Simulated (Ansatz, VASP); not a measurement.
## Cd: VASP beside Ansatz

```
Cd
1.0
     3.19174    0.00000    0.00000
    -1.59587    2.76412    0.00000
     0.00000    0.00000   10.45056
Cd
4
Direct
  0.00000 0.00000 0.00000
  0.33333 0.66667 0.25000
  0.00000 0.00000 0.50000
  0.66667 0.33333 0.75000
```

Alike in both runs: task single point; functional PBEsol; k mesh 15 × 15 × 4; occupations gaussian, width 0.1 eV; no spin polarisation.

|  | VASP | Ansatz |
| --- | --- | --- |
| version | VASP 6.6.1 | Ansatz 0.2.0 |
| potentials or method | VASP PAW PBE potentials, release 64 (Cd), cutoff 520 eV | scalar-relativistic, plane waves, PAW |
| valence electrons in the cell | 48 | 80 |

```tsv
	VASP	Ansatz	Ansatz less VASP
gap on the k mesh at the Fermi level (eV)	none	none	-
pressure (GPa)	-4.0	-4.3	-0.26
traceless stress, the component that is largest in VASP (GPa)	-0.15	-0.13	+0.013
```

VASP's potentials were made for PBE, not for PBEsol. A gap of «none» marks a metal or a gap that the smearing closes. VASP's potentials hold 48 valence electrons a cell and Ansatz's 80, so a difference there can come from the potentials and not from the codes.
